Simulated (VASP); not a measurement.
Write the native input for VASP 6.6.1 that does the following.

```yaml
Task: relaxation of shape and atoms at fixed volume
Functional: PBE
Potentials_or_basis: VASP PAW PBE potentials, release 64 (Zn, Cd, Se)
Cutoff: 600 eV
k_mesh: 12 × 12 × 4
Occupations: gaussian, width 0.02 eV
Spin: no spin polarisation
Dipole_correction: no
Further_INCAR_settings: ALGO = Normal; EDIFF = 1e-06; IBRION = 2; EDIFFG = -0.01; NSW = 50; ISIF = 4
```

The structure of ZnCd2Se3 lies in POSCAR:

```
ZnCd2Se3
1.0
    4.1263347347      0.0000000000      0.0000000000
   -2.0631673673      3.5735107048      0.0000000000
    0.0000000000      0.0000000000     10.2265727117
Zn Cd Se
1 2 3
Direct
    0.0000000000      0.0000000000      0.6685562446
    0.3333333333      0.6666666667      0.9891834392
    0.6666666667      0.3333333333      0.3379645990
    0.3333333333      0.6666666667      0.7356217498
    0.0000000000      0.0000000000      0.4331518272
    0.6666666667      0.3333333333      0.0855231403
```

One way to write it, as run:

INCAR

```
SYSTEM = ZnCd2Se3
PREC = Accurate
ENCUT = 600
EDIFF = 1E-6
ISMEAR = 0
SIGMA = 0.02
LREAL = .FALSE.
LASPH = .TRUE.
NELM = 60
ALGO = Normal
ISIF = 4
LWAVE = .FALSE.
LCHARG = .FALSE.
GGA = PE
IBRION = 2
NSW = 50
EDIFFG = -0.01
```

KPOINTS

```
regular mesh
0
G
  12 12 4
  0 0 0
```

Potentials or basis: VASP PAW PBE potentials, release 64 (Zn, Cd, Se).

Run with:

```console
$ cat potpaw_PBE.64/Zn/POTCAR potpaw_PBE.64/Cd/POTCAR potpaw_PBE.64/Se/POTCAR > POTCAR
$ mpirun -np 1 vasp_std > vasp.out
```

Results of the run:

The energy gained by relaxing is 0.2 meV/atom and the ionic steps are 6. The pressure after relaxing is 5.9 GPa. The largest force after relaxing is 0.007 eV/Å and the band gap on the k mesh is 0.73 eV.

Caveat: semilocal functionals underestimate gaps, and a narrow one can read as zero.

Wall time 30 min on 1 thread of Oxide Virtual Turin-like Processor, with other jobs on the host, peak memory 0.59 GiB.
